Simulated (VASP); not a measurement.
# Mo: single point with LDA

The system is Mo.

```
Mo
1.0
    -1.91274    1.91259    1.32080
     1.91259   -1.91274    1.32080
     3.15151    3.15151   -1.32108
Mo
2
Cartesian
  -1.9126 1.9125 1.3208
  0.6192 2.5321 0.6603
```

| Item | Value |
| --- | --- |
| Program | VASP 6.6.1 |
| Task | single point |
| Functional | LDA |
| Potentials or basis | VASP PAW LDA potentials, release 64 (Mo_sv) |
| Cutoff | 520 eV |
| k mesh | 16 × 16 × 8 |
| Occupations | fermi-dirac, width 0.1 eV |
| Spin | no spin polarisation |
| Dipole correction | no |
| Further INCAR settings | ALGO = Normal; EDIFF = 1e-07; NBANDS = 21 |

| Quantity | Value |
| --- | --- |
| Pressure | -9.0 GPa |
| Band gap on the k mesh | zero (bands 14 and 15 overlap by 1.80 eV) |

Forces on the atoms (eV/Å):
```
Mo  -0.002  0.002  0.000
Mo   0.002 -0.002  0.000
```

Stress tensor (GPa, compression positive):
```
-8.90 -0.33 -0.01
-0.33 -8.90 -0.01
-0.01 -0.01 -9.08
```

Levels at points of the mesh, in eV from the Fermi level:
| k point | band 10 | band 11 | band 12 | band 13 | band 14 | band 15 | band 16 | band 17 | band 18 | band 19 |
| --- | --- | --- | --- | --- | --- | --- | --- | --- | --- | --- |
| (0.00, 0.00, 0.00) | -4.95 | -2.45 | -2.23 | -1.16 | 0.42 | 0.87 | 0.91 | 2.02 | 2.19 | 2.23 |
| (0.50, 0.00, 0.00) | -4.54 | -4.04 | -1.75 | -0.94 | 0.43 | 1.88 | 2.39 | 2.92 | 3.70 | 5.95 |
| (0.50, 0.50, 0.00) | -4.12 | -2.45 | -2.45 | -1.94 | -1.94 | 2.52 | 2.52 | 3.50 | 3.51 | 5.41 |
| (0.00, 0.00, 0.50) | -5.02 | -2.13 | -2.13 | -1.42 | -1.42 | 0.30 | 0.30 | 1.44 | 1.44 | 3.18 |
| (0.50, 0.00, 0.50) | -4.54 | -4.04 | -1.75 | -0.94 | 0.43 | 1.88 | 2.40 | 2.92 | 3.70 | 5.95 |
| (0.50, 0.50, 0.50) | -4.93 | -3.36 | -3.36 | 1.28 | 1.28 | 1.86 | 1.86 | 3.47 | 3.47 | 3.98 |

Wall time 2.1 min on 1 thread of AMD EPYC 9R45 (Zen 5), with other jobs on the host, peak memory 0.34 GiB.

Caveat: the cell stands under tension.
